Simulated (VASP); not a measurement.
# Ti8Al24O (a cell with a defect) in VASP: single point with PBE

Aim: the single point of Ti8Al24O (a cell with a defect) with PBE.

Everything below comes from runs of VASP 6.6.1. Logs are shortened: lines on timing, memory, paths and dates and some standing lists are left out, and cuts for length are marked.

### Step 1. The cell of the first run

The cell holds a defect, 33 atoms: a = 7.690 Å, b = 7.690 Å, c = 8.624 Å, α = 90.00°, β = 90.00°, γ = 90.00°.

### Step 2. Single point, PBE

Input file INCAR:

```
ALGO = Normal
EDIFF = 1E-6
ENCUT = 520
GGA = PE
ISIF = 2
ISMEAR = 1
LASPH = T
LCHARG = F
LREAL = Auto
LWAVE = F
NBANDS = 109
NELM = 60
PREC = Accurate
SIGMA = 0.1
```

Input file KPOINTS:

```
k-points
0
Gamma
  2 2 2
```

Input file POSCAR:

```
Ti8Al24O
1.0
    7.6895028900      0.0000000000      0.0000000000
    0.0000000000      7.6895028900      0.0000000000
    0.0000000000      0.0000000000      8.6237151300
Ti Al O
8 24 1
Direct
    0.0051338819     -0.0032800560     -0.0055523634
    0.2492566850      0.2541243599      0.4948034502
   -0.0126221423      0.4979174928     -0.0067370036
    0.2480770249      0.7515048869      0.5008866753
    0.5008695692      0.0118681274     -0.0068276838
    0.7508238286      0.2487411771      0.4955578814
    0.5151539777      0.4855025160     -0.0105964771
    0.7471246298      0.7507692087      0.4953517058
   -0.0002296637      0.0005982181      0.4964629438
    0.2445096942      0.2517291466     -0.0022193451
   -0.0012345401      0.2462652043      0.2450091368
    0.2483544161      0.0007390595      0.7448903290
    0.0005883345      0.2499880717      0.7443192294
    0.2472787939      0.0017144151      0.2485956421
   -0.0023780471      0.5023428764      0.5009100991
    0.2505539080      0.7458999733     -0.0129257516
    0.0007934193      0.7511623420      0.2469112173
    0.2485868108      0.5012673843      0.7471695091
   -0.0024351379      0.7505435764      0.7436690456
    0.2338019799      0.4932802620      0.2554698256
    0.4966323642      0.0032623695      0.5056372960
    0.7568240865      0.2419673972     -0.0056677429
    0.5035125229      0.2432373102      0.2491868026
    0.7500023191      0.0002727094      0.7447305370
    0.4988046763      0.2495994900      0.7437331711
    0.7564278320      0.0011467581      0.2441741139
    0.4996272262      0.5005802137      0.4981140883
    0.7503804970      0.7566418900     -0.0044313848
    0.5086643514      0.7731429567      0.2632589279
    0.7502481087      0.4989488989      0.7424285129
    0.4987390024      0.7502335434      0.7478811513
    0.7562426444      0.4971841554      0.2490646975
    0.3827559521      0.6288664000      0.1394588042
```

Potentials or basis: VASP PAW PBE potentials, release 64 (Ti_sv, Al, O).

The run is started by

```
$ cat potpaw_PBE.64/Ti_sv/POTCAR potpaw_PBE.64/Al/POTCAR potpaw_PBE.64/O/POTCAR > POTCAR
$ mpirun -np 1 vasp_std > vasp.out
```

OUTCAR:

```text
EDIFF = 1E-6
   ENCUT = 520
   GGA = PE
   ISIF = 2
   ISMEAR = 1
   LASPH = T
   LREAL = Auto
   NELM = 60
   PREC = Accurate

 ion  position               nearest neighbor table
   1  0.005  0.997  0.994-  22 2.68  10 2.69  28 2.69  16 2.70  12 2.85  19 2.87  14 2.88  26 2.88
                            17 2.88  11 2.89  13 2.91  24 2.91
   2  0.249  0.254  0.495-  27 2.70  21 2.71  15 2.72   9 2.74  20 2.77  14 2.88  13 2.88  25 2.88
                            23 2.88  18 2.89  11 2.89  12 2.91
   3  0.987  0.498  0.993-  22 2.65  28 2.70  10 2.74  16 2.78  30 2.83  32 2.83  13 2.87  19 2.90
                            11 2.91  18 2.92  17 2.93  20 2.95
   4  0.248  0.752  0.501-   9 2.70  15 2.72  21 2.72  27 2.73  19 2.85  12 2.85  18 2.87  29 2.87
                            31 2.87  17 2.90  20 2.90  14 2.90
   5  0.501  0.012  0.993-  22 2.65  10 2.70  28 2.74  16 2.81  25 2.82  23 2.84  24 2.88  12 2.89
                            31 2.92  26 2.92  14 2.94  29 2.97
   6  0.751  0.249  0.496-   9 2.70  21 2.72  15 2.72  27 2.74  23 2.85  32 2.86  30 2.87  24 2.88
                            13 2.88  11 2.88  26 2.89  25 2.89
   7  0.515  0.486  0.989-  33 1.98  22 2.64  10 2.75  28 2.76  25 2.79  30 2.80  16 2.85  32 2.91
                            23 2.92  31 2.92  18 2.93
   8  0.747  0.751  0.495-  27 2.71  15 2.71  29 2.72   9 2.73  21 2.74  30 2.88  19 2.88  24 2.88
                            32 2.88  31 2.90  17 2.90  26 2.90
   9  1.000  0.001  0.496-   6 2.70   4 2.70   8 2.73   2 2.74  14 2.86  26 2.87  19 2.87  12 2.87
                            13 2.87  11 2.88  24 2.88  17 2.88
  10  0.245  0.252  0.998-   1 2.69   5 2.70   3 2.74   7 2.75  11 2.85  13 2.88  18 2.89  14 2.89
                            20 2.90  12 2.91  25 2.94  23 2.94
  11  0.999  0.246  0.245-  20 2.62  26 2.65  14 2.68  32 2.68  10 2.85  22 2.85   9 2.88   6 2.88
                             1 2.89   2 2.89   3 2.91  15 2.96
  12  0.248  0.001  0.745-  13 2.70  25 2.71  31 2.72  19 2.72  21 2.81   4 2.85   1 2.85  16 2.86
                             9 2.87   5 2.89   2 2.91  10 2.91
  13  0.001  0.250  0.744-  12 2.70  18 2.71  30 2.71  24 2.72  22 2.86  15 2.86   9 2.87   3 2.87
                             2 2.88   6 2.88  10 2.88   1 2.91
  14  0.247  0.002  0.249-  29 2.67  11 2.68  17 2.70  23 2.71   9 2.86   1 2.88   2 2.88  10 2.89
                             4 2.90  21 2.93   5 2.94  16 2.99
  15  0.998  0.502  0.501-   8 2.71   4 2.72   2 2.72   6 2.72  20 2.79  30 2.82  19 2.83  32 2.86
                            13 2.86  18 2.87  17 2.91  11 2.96
  16  0.251  0.746  0.987-  33 1.89   1 2.70   3 2.78  18 2.80   5 2.81  31 2.81   7 2.85  19 2.86
                            12 2.86  17 2.95  14 2.99  20 3.02  29 3.11
  17  0.001  0.751  0.247-  20 2.67  26 2.69  14 2.70  32 2.71   1 2.88   9 2.88   8 2.90  28 2.90
                             4 2.90  15 2.91   3 2.93  16 2.95
  18  0.249  0.501  0.747-  31 2.71  13 2.71  19 2.72  25 2.73  16 2.80   4 2.87  15 2.87  27 2.89
                             2 2.89  10 2.89   3 2.92   7 2.93
  19  0.998  0.751  0.744-  24 2.70  30 2.71  18 2.72  12 2.72  15 2.83   4 2.85  16 2.86   9 2.87
                             1 2.87   8 2.88  28 2.89   3 2.90
  20  0.234  0.493  0.255-  33 1.84  11 2.62  17 2.67   2 2.77  15 2.79  23 2.83  10 2.90   4 2.90
                            27 2.93   3 2.95  29 3.02  16 3.02
  21  0.497  0.003  0.506-   2 2.71   6 2.72   4 2.72   8 2.74  29 2.74  25 2.79  12 2.81  24 2.84
                            31 2.85  23 2.88  14 2.93  26 3.01
  22  0.757  0.242  0.994-   7 2.64   5 2.65   3 2.65   1 2.68  26 2.84  24 2.84  11 2.85  13 2.86
                            25 2.93  23 2.94  30 2.94  32 2.95
  23  0.504  0.243  0.249-  26 2.69  14 2.71  32 2.75  20 2.83   5 2.84   6 2.85  21 2.88   2 2.88
                             7 2.92  27 2.92  22 2.94  10 2.94
  24  0.750  0.000  0.745-  19 2.70  13 2.72  25 2.72  31 2.73  21 2.84  22 2.84  28 2.86   6 2.88
                             5 2.88   9 2.88   8 2.88   1 2.91
  25  0.499  0.250  0.744-  12 2.71  24 2.72  30 2.72  18 2.73   7 2.79  21 2.79   5 2.82  27 2.87
                             2 2.88   6 2.89  22 2.93  10 2.94
  26  0.756  0.001  0.244-  29 2.59  11 2.65  17 2.69  23 2.69  22 2.84  28 2.85   9 2.87   1 2.88
                             6 2.89   8 2.90   5 2.92  21 3.01
  27  0.500  0.501  0.498-   2 2.70   8 2.71   4 2.73   6 2.74  30 2.86  25 2.87  31 2.89  18 2.89
                            29 2.92  32 2.92  23 2.92  20 2.93
  28  0.750  0.757  0.996-   1 2.69   3 2.70   5 2.74   7 2.76  26 2.85  24 2.86  31 2.88  19 2.89
                            17 2.90  30 2.95  32 2.96  29 2.97
  29  0.509  0.773  0.263-  33 1.82  26 2.59  14 2.67   8 2.72  21 2.74  32 2.85   4 2.87  27 2.92
                             5 2.97  28 2.97  20 3.02  16 3.11
  30  0.750  0.499  0.742-  19 2.71  13 2.71  25 2.72  31 2.73   7 2.80  15 2.82   3 2.83  27 2.86
                             6 2.87   8 2.88  22 2.94  28 2.95
  31  0.499  0.750  0.748-  18 2.71  12 2.72  24 2.73  30 2.73  16 2.81  21 2.85   4 2.87  28 2.88
                            27 2.89   8 2.90   7 2.92   5 2.92
  32  0.756  0.497  0.249-  11 2.68  17 2.71  23 2.75   3 2.83  29 2.85  15 2.86   6 2.86   8 2.88
                             7 2.91  27 2.92  22 2.95  28 2.96
  33  0.383  0.629  0.139-  29 1.82  20 1.84  16 1.89   7 1.98

  LATTYP: Found a simple tetragonal cell.
 ALAT       =     7.6895028900
 C/A-ratio  =     1.1214918901

  Lattice vectors:

 A1 = (   7.6895028900,   0.0000000000,   0.0000000000)
 A2 = (   0.0000000000,   7.6895028900,   0.0000000000)
 A3 = (   0.0000000000,   0.0000000000,   8.6237151300)

Analysis of symmetry for initial positions (statically):
=====================================================================
 Subroutine PRICEL returns:
 Original cell was already a primitive cell.

 Routine SETGRP: Setting up the symmetry group for a
 simple tetragonal supercell.

 Subroutine GETGRP returns: Found  1 space group operations
 (whereof  1 operations were pure point group operations)
[... 126 lines left out ...]
     0.000000000  0.000000000  0.000000000

 Subroutine IBZKPT returns following result:
 ===========================================

 Found      8 irreducible k-points:

 Following reciprocal coordinates:
            Coordinates               Weight
  0.000000  0.000000  0.000000      1.000000
  0.500000  0.000000  0.000000      1.000000
  0.000000  0.500000  0.000000      1.000000
  0.500000  0.500000  0.000000      1.000000
  0.000000  0.000000  0.500000      1.000000
  0.500000  0.000000  0.500000      1.000000
  0.000000  0.500000  0.500000      1.000000
  0.500000  0.500000  0.500000      1.000000
   k-points           NKPTS =      8   k-points in BZ     NKDIM =      8   number of bands    NBANDS=    109
   number of dos      NEDOS =    301   number of ions     NIONS =     33
   total plane-waves  NPLWV = 230400
   dimension x,y,z NGX =    60 NGY =   60 NGZ =   64
   dimension x,y,z NGXF=   120 NGYF=  120 NGZF=  128
   ions per type =               8  24   1
   NGX,Y,Z   is equivalent  to a cutoff of  12.97, 12.97, 12.34 a.u.
   NGXF,Y,Z  is equivalent  to a cutoff of  25.94, 25.94, 24.68 a.u.
 SYSTEM =  unknown system
   PREC   = accura    normal or accurate (medium, high low for compatibility)
   ISTART =      0    job   : 0-new  1-cont  2-samecut
   ICHARG =      2    charge: 1-file 2-atom 10-const
   ISPIN  =      1    spin polarized calculation?
   LNONCOLLINEAR =      F non collinear calculations
   LSORBIT =      F    spin-orbit coupling
   LASPH  =      T    aspherical Exc in radial PAW
   ENCUT  =  520.0 eV  38.22 Ry    6.18 a.u.  14.30 14.30 16.03*2*pi/ulx,y,z
   NELM   =     60;   NELMIN=  2; NELMDL= -5     # of ELM steps
   EDIFF  = 0.1E-05   stopping-criterion for ELM
   LREAL  =      T    real-space projection
   EDIFFG = 0.1E-04   stopping-criterion for IOM
   NSW    =      0    number of steps for IOM
   IBRION =     -1    ionic relax: 0-MD 1-quasi-New 2-CG
   NFREE  =      0    steps in history (QN), initial steepest desc. (CG)
   ISIF   =      2    stress and relaxation
   ISYM   =      2    0-nonsym 1-usesym 2-fastsym
   POTIM  = 0.5000    time-step for ionic-motion
   TEBEG  =    0.0;   TEEND  =   0.0 temperature during run
   PSTRESS=    0.0 pullay stress
   NELECT =     174.0000    total number of electrons
   NUPDOWN=      -1.0000    fix difference up-down
   EMIN   =  10.00;   EMAX   =-10.00  energy-range for DOS
   EFERMI =   0.00;   METHOD = LEGACY
   ISMEAR =     1;   SIGMA  =   0.10  broadening in eV -4-tet -1-fermi 0-gaus
   EFERMI_NEDOS =   21; number of points for ismear=-14 and -15
   IALGO  =     38    algorithm
   IMIX   =      4    mixing-type and parameters
     AMIX     =   0.40;   BMIX     =  1.00
     AMIX_MAG =   1.60;   BMIX_MAG =  1.00
  volume/ion in A,a.u.               =      15.45       104.27
  Fermi-wavevector in a.u.,A,eV,Ry     =   1.144004  2.161854 17.806564  1.308746
  Thomas-Fermi vector in A             =   2.280698
   LORBIT       =      0    0 simple, 1 ext, 2 COOP (PROOUT), +10 PAW based schemes
   GGA     = PE    functional components
   LHFCALC =     F    Hartree Fock is set to
   AEXX    =    0.0000 exact exchange contribution
   IVDW    =     0    specifies the selected vdW correction
   LEPSILON=     F    determine dielectric tensor
   LRPA    =     F    only Hartree local field effects (RPA)
 non-spin polarized calculation
 Methfessel and Paxton  Order N= 1 SIGMA  =   0.10
  energy-cutoff  :      520.00
  volume of cell :      509.91
 maximum number of plane-waves:     13800
 NGX is ok and might be reduce to    60
   NGX = 29   NGY = 29   NGZ = 33

 number of electron     173.9999996 magnetization

 Free energy of the ion-electron system (eV)
  ---------------------------------------------------
  ext. energy  EPLUGINS =         0.00000000
  ---------------------------------------------------
  free energy    TOTEN  =      -172.26107565 eV

  energy without entropy =     -172.27011693  energy(sigma->0) =     -172.26408941

 E-fermi :   8.3325     XC(G=0): -10.7820

 val. band max:        8.3147470678   @ k =   0.0000   0.0000   0.0000
 cond. band min:       8.4108131714   @ k =   0.5000   0.5000   0.5000
 fundamental gap:      0.0960661036
 Fermi energy:         8.3324803929

 k-point     1 :       0.0000    0.0000    0.0000
  band No.  band energies     occupation
      1     -48.5539      2.00000
      2     -48.1988      2.00000
      3     -48.1704      2.00000
      4     -48.1662      2.00000
      5     -48.1325      2.00000
      6     -48.1278      2.00000
[... 805 lines left out ...]
     98       9.9256     -0.00000
     99       9.9371     -0.00000
 [bands above 99 left out]

------------------------ aborting loop because EDIFF is reached ----------------------------------------

  FORCE on cell =-STRESS in cart. coord.  units (eV):
  Direction    XX          YY          ZZ          XY          YZ          ZX
  --------------------------------------------------------------------------------------
  -------------------------------------------------------------------------------------
  Total        8.2766815      8.2724001      6.9549830      0.7628413      1.2999626     -0.9339199
  in kB       26.0061398     25.9926873     21.8532344      2.3969218      4.0846091     -2.9344674
  external PRESSURE =      24.6173538 kB  Pullay stress =       0.0000000 kB

 VOLUME and BASIS-vectors are now :
 -----------------------------------------------------------------------------
  energy-cutoff  :      520.00
  volume of cell :      509.91
      direct lattice vectors                 reciprocal lattice vectors
     7.689502890  0.000000000  0.000000000     0.130047418  0.000000000  0.000000000
     0.000000000  7.689502890  0.000000000     0.000000000  0.130047418  0.000000000
     0.000000000  0.000000000  8.623715130     0.000000000  0.000000000  0.115959303

 POSITION                                       TOTAL-FORCE (eV/Angst)
 -----------------------------------------------------------------------------------
      0.03948      7.66428      8.57583        -0.005988     -0.003736     -0.016408
      1.91666      1.95409      4.26704         0.010956      0.007808      0.004643
      7.59244      3.82874      8.56562         0.029773      0.014841      0.006897
      1.90759      5.77870      4.31950         0.012964      0.008547     -0.004301
      3.85144      0.09126      8.56484         0.012380      0.019660     -0.001593
      5.77346      1.91270      4.27355         0.005972      0.012152      0.012155
[... 25 lines left out ...]
      5.81513      3.82310      2.14786        -0.004763      0.001078     -0.000168
      2.94320      4.83567      1.20265        -0.173757     -0.153553      0.031257
 -----------------------------------------------------------------------------------
    total drift:                                0.007803      0.025389      0.026840

  FREE ENERGIE OF THE ION-ELECTRON SYSTEM (eV)
  ---------------------------------------------------
  free  energy   TOTEN  =      -172.2610756455 eV

  energy  without entropy=     -172.2701169294  energy(sigma->0) =     -172.26408941
```

Wall time 14 min (1 thread of Intel Xeon Platinum 8488C (Sapphire Rapids), shared host); peak memory 0.67 GiB.

What came out:

- Free energy: -172.2611 eV
- Pressure: 2.5 GPa
- Largest force: 0.234 eV/Å
- Band gap on the k mesh: zero (bands 87 and 88 overlap by 0.69 eV)

Forces on the atoms (eV/Å):
```
Ti  -0.006 -0.004 -0.016
Ti   0.011  0.008  0.005
Ti   0.030  0.015  0.007
Ti   0.013  0.009 -0.004
Ti   0.012  0.020 -0.002
Ti   0.006  0.012  0.012
Ti   0.020 -0.023 -0.040
Ti  -0.003  0.002  0.007
Al   0.003  0.003 -0.004
Al   0.000 -0.012 -0.015
Al   0.009 -0.005 -0.002
Al   0.009  0.014 -0.013
Al   0.000  0.003  0.005
Al   0.009 -0.016 -0.016
Al  -0.001  0.009  0.016
Al   0.034  0.048 -0.012
Al  -0.015  0.009  0.012
Al   0.007  0.004 -0.005
Al   0.017  0.008  0.012
Al  -0.024 -0.001  0.051
Al   0.009  0.000 -0.017
Al   0.021  0.013  0.003
Al   0.002  0.002  0.001
Al   0.005 -0.001  0.003
Al   0.016  0.005 -0.005
Al  -0.003  0.010  0.007
Al   0.006  0.006  0.000
Al  -0.016 -0.002  0.018
Al  -0.001 -0.006 -0.053
Al   0.007  0.014  0.006
Al   0.002  0.008  0.007
Al  -0.005  0.001  0.000
O   -0.174 -0.154  0.031
```

Stress tensor (GPa, compression positive):
```
 2.60  0.24 -0.29
 0.24  2.60  0.41
-0.29  0.41  2.19
```

Caveat: the k points lie up to 0.41 Å⁻¹ apart, too coarse for converged energies and pressures of a metal.
